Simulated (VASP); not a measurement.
# Ta3HN3 in VASP: single point with PBE

Aim: the single point of Ta3HN3 with PBE.

All numbers are computed with VASP 6.6.1; they aren't measurements. Logs are shortened: lines on timing, memory, paths and dates and some standing lists are left out, and cuts for length are marked.

### Step 1. The cell of the first run

The cell holds a slab with vacuum, 7 atoms: a = 3.123 Å, b = 3.123 Å, c = 21.591 Å, α = 90.00°, β = 90.00°, γ = 90.00°.

### Step 2. Single point, PBE, collinear spin, ferromagnetic start

File INCAR:

```
SYSTEM = Ta3HN3
PREC = Accurate ; ENCUT = 520
EDIFF = 1E-7 ; ISMEAR = 0
SIGMA = 0.1 ; LREAL = .False.
LASPH = .True. ; NELM = 150
ALGO = Normal ; ISIF = 2
LWAVE = .False. ; LCHARG = .False.
ISPIN = 2 ; MAGMOM = 0 0 0 0 0 0 1
LORBIT = 11 ; LMAXMIX = 4
LDIPOL = .True. ; IDIPOL = 3
DIPOL = 0.5 0.5 0.318 ; GGA = PE
NBANDS = 38
```

File KPOINTS:

```
Automatic mesh
0
Gamma
  9 9 1
  0 0 0
```

File POSCAR:

```
Ta3HN3
1.0
    3.1228193035      0.0000000000      0.0000000000
    0.0000000000      3.1228193035      0.0000000000
    0.0000000000      0.0000000000     21.5908392430
Ta N H
3 3 1
Direct
    0.0000000000      0.0000000000      0.1852637572
    0.5000000000      0.5000000000      0.2890369107
    0.0000000000      0.0000000000      0.3832407719
    0.5000000000      0.5000000000      0.1852637572
    0.0000000000      0.0000000000      0.2843927699
    0.5000000000      0.5000000000      0.3978927890
    0.6250000000      0.6250000000      0.5021036524
```

Potentials or basis: VASP PAW PBE potentials, release 64 (Ta_pv, N, H).

Command:

```sh
$ cat potpaw_PBE.64/Ta_pv/POTCAR potpaw_PBE.64/N/POTCAR potpaw_PBE.64/H/POTCAR > POTCAR
$ mpirun -np 1 vasp_std > vasp.out
```

OUTCAR:

```text
SYSTEM = Ta3HN3
   PREC = Accurate
   ENCUT = 520
   EDIFF = 1E-7
   ISMEAR = 0
   LREAL = .False.
   LASPH = .True.
   NELM = 150
   ISIF = 2
   ISPIN = 2
   LORBIT = 11
   GGA = PE

 ion  position               nearest neighbor table
   1  0.000  0.000  0.185-   5 2.14   4 2.21   4 2.21   4 2.21   4 2.21   2 3.15   2 3.15   2 3.15
                             2 3.15
   2  0.500  0.500  0.289-   5 2.21   5 2.21   5 2.21   5 2.21   4 2.24   6 2.35   3 3.00   3 3.00
                             3 3.00   3 3.00   1 3.15   1 3.15   1 3.15   1 3.15
   3  0.000  0.000  0.383-   5 2.13   6 2.23   6 2.23   6 2.23   6 2.23   2 3.00   2 3.00   2 3.00
                             2 3.00
   4  0.500  0.500  0.185-   1 2.21   1 2.21   1 2.21   1 2.21   2 2.24
   5  0.000  0.000  0.284-   3 2.13   1 2.14   2 2.21   2 2.21   2 2.21   2 2.21
   6  0.500  0.500  0.398-   3 2.23   3 2.23   3 2.23   3 2.23   2 2.35
   7  0.625  0.625  0.502-

  LATTYP: Found a simple tetragonal cell.
 ALAT       =     3.1228193035
 C/A-ratio  =     6.9138932306

  Lattice vectors:

 A1 = (   3.1228193035,   0.0000000000,   0.0000000000)
 A2 = (   0.0000000000,   3.1228193035,   0.0000000000)
 A3 = (   0.0000000000,   0.0000000000,  21.5908392430)

Analysis of symmetry for initial positions (statically):
=====================================================================
 Subroutine PRICEL returns:
 Original cell was already a primitive cell.

 Routine SETGRP: Setting up the symmetry group for a
 simple tetragonal supercell.

 Subroutine GETGRP returns: Found  2 space group operations
 (whereof  2 operations were pure point group operations)
 out of a pool of 16 trial point group operations.

The static configuration has the point symmetry C_1h.

Analysis of symmetry for dynamics (positions and initial velocities):
=====================================================================
 Subroutine PRICEL returns:
 Original cell was already a primitive cell.

 Routine SETGRP: Setting up the symmetry group for a
 simple tetragonal supercell.

 Subroutine GETGRP returns: Found  2 space group operations
 (whereof  2 operations were pure point group operations)
 out of a pool of 16 trial point group operations.

The dynamic configuration has the point symmetry C_1h.

Analysis of structural, dynamic, and magnetic symmetry:
=====================================================================
 Subroutine PRICEL returns:
 Original cell was already a primitive cell.

 Routine SETGRP: Setting up the symmetry group for a
 simple tetragonal supercell.

 Subroutine GETGRP returns: Found  2 space group operations
 (whereof  2 operations were pure point group operations)
 out of a pool of 16 trial point group operations.

The overall configuration has the point symmetry C_1h.

 Subroutine INISYM returns: Found  2 space group operations
 (whereof  2 operations are pure point group operations),
 and found     1 'primitive' translations

----------------------------------------------------------------------------------------

                                     Primitive cell

  volume of cell :     210.5539

  direct lattice vectors                    reciprocal lattice vectors
     3.122819304  0.000000000  0.000000000     0.320223459  0.000000000  0.000000000
     0.000000000  3.122819304  0.000000000     0.000000000  0.320223459  0.000000000
     0.000000000  0.000000000 21.590839243     0.000000000  0.000000000  0.046315939

  length of vectors
     3.122819304  3.122819304 21.590839243     0.320223459  0.320223459  0.046315939

  position of ions in fractional coordinates (direct lattice)
     0.000000000  0.000000000  0.185263757
     0.500000000  0.500000000  0.289036911
     0.000000000  0.000000000  0.383240772
     0.500000000  0.500000000  0.185263757
     0.000000000  0.000000000  0.284392770
     0.500000000  0.500000000  0.397892789
     0.625000000  0.625000000  0.502103652

  ion indices of the primitive-cell ions
   primitive index   ion index
                 1           1
                 2           2
                 3           3
                 4           4
                 5           5
[... 61 lines left out ...]
   NGX,Y,Z   is equivalent  to a cutoff of  12.78, 12.78, 12.47 a.u.
   NGXF,Y,Z  is equivalent  to a cutoff of  25.55, 25.55, 24.95 a.u.
 SYSTEM =  Ta3HN3
   PREC   = accura    normal or accurate (medium, high low for compatibility)
   ISTART =      0    job   : 0-new  1-cont  2-samecut
   ICHARG =      2    charge: 1-file 2-atom 10-const
   ISPIN  =      2    spin polarized calculation?
   LNONCOLLINEAR =      F non collinear calculations
   LSORBIT =      F    spin-orbit coupling
   LASPH  =      T    aspherical Exc in radial PAW
   ENCUT  =  520.0 eV  38.22 Ry    6.18 a.u.   5.81  5.81 40.14*2*pi/ulx,y,z
   NELM   =    150;   NELMIN=  2; NELMDL= -5     # of ELM steps
   EDIFF  = 0.1E-06   stopping-criterion for ELM
   LREAL  =      F    real-space projection
   EDIFFG = 0.1E-05   stopping-criterion for IOM
   NSW    =      0    number of steps for IOM
   IBRION =     -1    ionic relax: 0-MD 1-quasi-New 2-CG
   NFREE  =      0    steps in history (QN), initial steepest desc. (CG)
   ISIF   =      2    stress and relaxation
   ISYM   =      2    0-nonsym 1-usesym 2-fastsym
   POTIM  = 0.5000    time-step for ionic-motion
   TEBEG  =    0.0;   TEEND  =   0.0 temperature during run
   PSTRESS=    0.0 pullay stress
   NELECT =      49.0000    total number of electrons
   NUPDOWN=      -1.0000    fix difference up-down
   EMIN   =  10.00;   EMAX   =-10.00  energy-range for DOS
   EFERMI =   0.00;   METHOD = LEGACY
   ISMEAR =     0;   SIGMA  =   0.10  broadening in eV -4-tet -1-fermi 0-gaus
   EFERMI_NEDOS =   21; number of points for ismear=-14 and -15
   IALGO  =     38    algorithm
   IMIX   =      4    mixing-type and parameters
     AMIX     =   0.40;   BMIX     =  1.00
     AMIX_MAG =   1.60;   BMIX_MAG =  1.00
  volume/ion in A,a.u.               =      30.08       202.98
  Fermi-wavevector in a.u.,A,eV,Ry     =   1.006976  1.902909 13.796316  1.014001
  Thomas-Fermi vector in A             =   2.139752
   LORBIT       =     11    0 simple, 1 ext, 2 COOP (PROOUT), +10 PAW based schemes
   GGA     = PE    functional components
   LHFCALC =     F    Hartree Fock is set to
   AEXX    =    0.0000 exact exchange contribution
   IVDW    =     0    specifies the selected vdW correction
   LEPSILON=     F    determine dielectric tensor
   LRPA    =     F    only Hartree local field effects (RPA)
 spin polarized calculation
 Gauss-broadening in eV      SIGMA  =   0.10
  energy-cutoff  :      520.00
  volume of cell :      210.55
 maximum number of plane-waves:      5708
   NGX = 11   NGY = 11   NGZ = 81

 dipolmoment           0.000000      0.000000     -0.629402 electrons x Angstroem

 number of electron      49.0000001 magnetization       0.3203413

 dipolmoment           0.000000      0.000000      0.108180 electrons x Angstroem

 Free energy of the ion-electron system (eV)
  ---------------------------------------------------
  ext. energy  EPLUGINS =         0.00000000
  ---------------------------------------------------
  free energy    TOTEN  =       -65.07813422 eV

  energy without entropy =      -65.05551601  energy(sigma->0) =      -65.06682512

 E-fermi :  -0.2234     XC(G=0):  -5.3940

 val. band max:       -0.2241071842   @ k =  -0.1111   0.3333   0.0000
 cond. band min:      -0.2210948605   @ k =   0.3333   0.1111   0.0000
 fundamental gap:      0.0030123238
 Fermi energy:        -0.2234321201

 spin component 1

 k-point     1 :       0.0000    0.0000    0.0000
  band No.  band energies     occupation
      1     -36.4424      1.00000
      2     -36.3009      1.00000
      3     -36.1136      1.00000
      4     -36.1124      1.00000
      5     -35.9883      1.00000
      6     -35.9882      1.00000
[... 925 lines left out ...]
     35       4.0762      0.00000
     36       4.2526      0.00000

 [... further k-points ...]

 spin component 2

 k-point     1 :       0.0000    0.0000    0.0000
  band No.  band energies     occupation
      1     -36.5761      1.00000
      2     -36.4002      1.00000
      3     -36.1811      1.00000
      4     -36.1797      1.00000
      5     -36.0280      1.00000
      6     -36.0266      1.00000
[... 925 lines left out ...]
     35       4.0374      0.00000
     36       4.2026      0.00000

 [... further k-points ...]

 [bands above 36 left out]

------------------------ aborting loop because EDIFF is reached ----------------------------------------

 vacuum level on the upper side and lower side of the slab       (xc-potential included)         0.912        -1.093

  FORCE on cell =-STRESS in cart. coord.  units (eV):
  Direction    XX          YY          ZZ          XY          YZ          ZX
  --------------------------------------------------------------------------------------
  -------------------------------------------------------------------------------------
  Total       -8.4806392     -8.4806392     -0.4729867     -0.0503875      0.4643652      0.4643652
  in kB      -64.5321206    -64.5321206     -3.5991193     -0.3834161      3.5335152      3.5335155
  external PRESSURE =     -44.2211202 kB  Pullay stress =       0.0000000 kB

 VOLUME and BASIS-vectors are now :
 -----------------------------------------------------------------------------
  energy-cutoff  :      520.00
  volume of cell :      210.55
      direct lattice vectors                 reciprocal lattice vectors
     3.122819304  0.000000000  0.000000000     0.320223459  0.000000000  0.000000000
     0.000000000  3.122819304  0.000000000     0.000000000  0.320223459  0.000000000
     0.000000000  0.000000000 21.590839243     0.000000000  0.000000000  0.046315939

 POSITION                                       TOTAL-FORCE (eV/Angst)
 -----------------------------------------------------------------------------------
      0.00000      0.00000      4.00000         0.029408      0.029408      1.308062
      1.56141      1.56141      6.24055        -0.031773     -0.031773      0.035343
      0.00000      0.00000      8.27449        -0.138547     -0.138547      1.105305
      1.56141      1.56141      4.00000        -0.005898     -0.005898     -1.192629
      0.00000      0.00000      6.14028         0.009948      0.009948     -0.433081
      1.56141      1.56141      8.59084        -0.075576     -0.075576     -0.594838
      1.95176      1.95176     10.84084         0.212439      0.212439     -0.228162
 -----------------------------------------------------------------------------------
    total drift:                                0.000042      0.000042     -0.000007

  FREE ENERGIE OF THE ION-ELECTRON SYSTEM (eV)
  ---------------------------------------------------
  free  energy   TOTEN  =       -65.0781342221 eV

  energy  without entropy=      -65.0555160139  energy(sigma->0) =      -65.06682512

 vacuum level on the upper side and lower side of the slab         5.271         3.244

 total charge

# of ion       s       p       d       tot
------------------------------------------
    1        0.281   6.180   2.314   8.775
    2        0.265   6.209   2.484   8.958
    3        0.270   6.188   2.327   8.785
    4        1.237   2.457   0.000   3.695
    5        1.230   2.530   0.000   3.760
    6        1.249   2.398   0.000   3.648
    7        0.388   0.001   0.000   0.389
--------------------------------------------------
tot          4.921  25.964   7.126  38.011

 magnetization (x)

# of ion       s       p       d       tot
------------------------------------------
    1       -0.010  -0.005  -0.135  -0.151
    2        0.001   0.001  -0.028  -0.026
    3       -0.007  -0.003  -0.084  -0.094
    4       -0.000   0.011   0.000   0.010
    5       -0.002   0.006   0.000   0.003
    6        0.008   0.028   0.000   0.036
    7        0.294   0.000   0.000   0.294
--------------------------------------------------
tot          0.283   0.037  -0.248   0.071
```

Run time: 8.6 min. Hardware: 1 thread of AMD EPYC 9R45 (Zen 5), shared host; peak memory 0.53 GiB.

Results:

```yaml
Free_energy: -65.0781 eV
Largest_force: 1.309 eV/Å
Net_moment: 0.32 μB per cell
Site_moments: Ta -0.15, -0.03, -0.09; N +0.01, +0.00, +0.04; H +0.29 μB
Valence_electrons_inside_the_program's_atomic_spheres: Ta 8.78, 8.96, 8.79; N 3.69, 3.76, 3.65; H 0.39
```

Forces in eV/Å, atoms in the order of the input:
```
Ta   0.029  0.029  1.308
Ta  -0.032 -0.032  0.035
Ta  -0.139 -0.139  1.105
N   -0.006 -0.006 -1.193
N    0.010  0.010 -0.433
N   -0.076 -0.076 -0.595
H    0.212  0.212 -0.228
```

Caveat: spin-orbit coupling is left out, which moves the levels of the heavy elements.
